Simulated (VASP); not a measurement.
Input of a VASP 6.6.1 run:

File INCAR:

```
SYSTEM = Sr
PREC = Accurate
ENCUT = 520
EDIFF = 1E-7
ISMEAR = 0
SIGMA = 0.05
LREAL = .False.
LASPH = .True.
NELM = 100
ALGO = Normal
ISIF = 2
LWAVE = .False.
LCHARG = .False.
GGA = PS
NBANDS = 11
```

The input KPOINTS:

```
regular mesh
0
Gamma
  6 6 8
  0 0 0
```

File POSCAR:

```
Sr
1.0
   10.3429857157      0.0000000000      0.0000000000
   -5.1714928579      8.9572883807      0.0000000000
    0.0000000000      0.0000000000      4.5596253461
Sr
1
Direct
    0.0000000000      0.0000000000      0.0000000000
```

Potentials or basis: VASP PAW PBE potentials, release 64 (Sr_sv).

Command:

```console
$ cat potpaw_PBE.64/Sr_sv/POTCAR > POTCAR
$ mpirun -np 1 vasp_std > vasp.out
```

Task: Predict the pressure.

Result: 0.0 GPa.

Task: Predict the band gap on the k mesh.

Result: 0.37 eV (least direct gap 0.39 eV).

Caveat: the cell differs from its parent crystal (strained); the PAW data sets were made with another functional, which shifts forces and pressure a little. A k mesh can miss the band edges.
